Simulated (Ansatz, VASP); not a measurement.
# Two plane-wave programs on BaF2

File INCAR:

```
PREC = Accurate
ENCUT = 1350
EDIFF = 1E-6
ISMEAR = 0
SIGMA = 0.02
LREAL = F
LASPH = T
NELM = 120
ALGO = Normal
ISIF = 2
LWAVE = F
LCHARG = F
GGA = PE
NBANDS = 19
GGA_COMPAT = F
```

The input KPOINTS:

```
Automatic mesh
0
Gamma
  6 6 6
```

POSCAR

```
BaF2
1.0
    0.0000000000      2.9927217578      2.9927217578
    2.9927217578      0.0000000000      2.9927217578
    2.9927217578      2.9927217578      0.0000000000
Ba F
1 2
Direct
    0.0000000000      0.0000000000      0.0000000000
    0.2500000000      0.2500000000      0.2500000000
    0.7500000000      0.7500000000      0.7500000000
```

Input for Ansatz:

```yaml
crystal:
  lattice:
    - [0.0, 2.9927217578, 2.9927217578]
    - [2.9927217578, 0.0, 2.9927217578]
    - [2.9927217578, 2.9927217578, 0.0]
  atoms:
    - { symbol: Ba, position: [0.0, 0.0, 0.0] }
    - { symbol: F, position: [0.25, 0.25, 0.25] }
    - { symbol: F, position: [0.75, 0.75, 0.75] }
basis:
  ecutwfc: 420
kpoints:
  mp_grid: { grid: [6, 6, 6] }
hamiltonian:
  xc: pbe
scf:
  occupations: { method: gaussian, width: 0.02 }
output:
  forces: true
  stress: true
  eigenvalues: true
```

Alike in both runs: task single point; functional PBE; k mesh 6 × 6 × 6; occupations gaussian, width 0.02 eV; no spin polarisation.

```csv
,VASP,Ansatz
version,VASP 6.6.1,Ansatz 0.2.0
potentials or method,"VASP PAW PBE potentials, release 64 (Ba_sv, F_h), cutoff 1350 eV","scalar-relativistic, plane waves, PAW"
valence electrons in the cell,24,24
```

VASP gave:

- gap on the k mesh at the Fermi level (eV): 7.26
- least direct gap on the mesh (eV): 7.37
- pressure (GPa): 11.0

**Question.** What did Ansatz give for the same quantities?

**Answer.** gap on the k mesh at the Fermi level (eV): 7.33; least direct gap on the mesh (eV): 7.48; pressure (GPa): 9.4.

With one functional, cell and mesh, what is left measures potentials, basis and numerics.

Neither program's run includes spin-orbit coupling.
